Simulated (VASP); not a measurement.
Input of a VASP 6.6.1 run:

The input INCAR:

```
PREC     = Accurate       # precision mode
ENCUT    = 520            # plane-wave cutoff, eV
EDIFF    = 1E-6           # SCF threshold, eV
ISMEAR   = -1             # smearing method
SIGMA    = 0.1            # smearing width, eV
LREAL    = F              # projectors in reciprocal space
LASPH    = T              # aspherical terms in the spheres
NELM     = 100            # most SCF steps
ALGO     = Normal         # electronic algorithm
ISIF     = 2              # what is computed and relaxed
LWAVE    = F              # write WAVECAR
LCHARG   = F              # write CHGCAR
NBANDS   = 12             # bands
```

File KPOINTS:

```
regular mesh
0
Gamma
  26 26 26
```

The input POSCAR:

```
Cr
1.0
   -1.3754050014      1.3754050014      1.3754050014
    1.3754050014     -1.3754050014      1.3754050014
    1.3754050014      1.3754050014     -1.3754050014
Cr
1
Direct
    0.0000000000      0.0000000000      0.0000000000
```

Potentials or basis: VASP PAW LDA potentials, release 64 (Cr_pv).

The run is started by

```bash
$ cat potpaw_LDA.64/Cr_pv/POTCAR > POTCAR
$ mpirun -np 1 vasp_std > vasp.out
```

Question: Estimate the pressure.

Answer: 13.6 GPa.

Question: Predict the band gap on the k mesh.

Answer: Zero (band 6 reaches 15.22 eV, above the bottom of band 7 at 11.30 eV).

Caveat: the run has no spin polarisation, though such a crystal can be magnetic. Spin polarisation is off, so any magnetic state and its effect on volume and gap are missing.
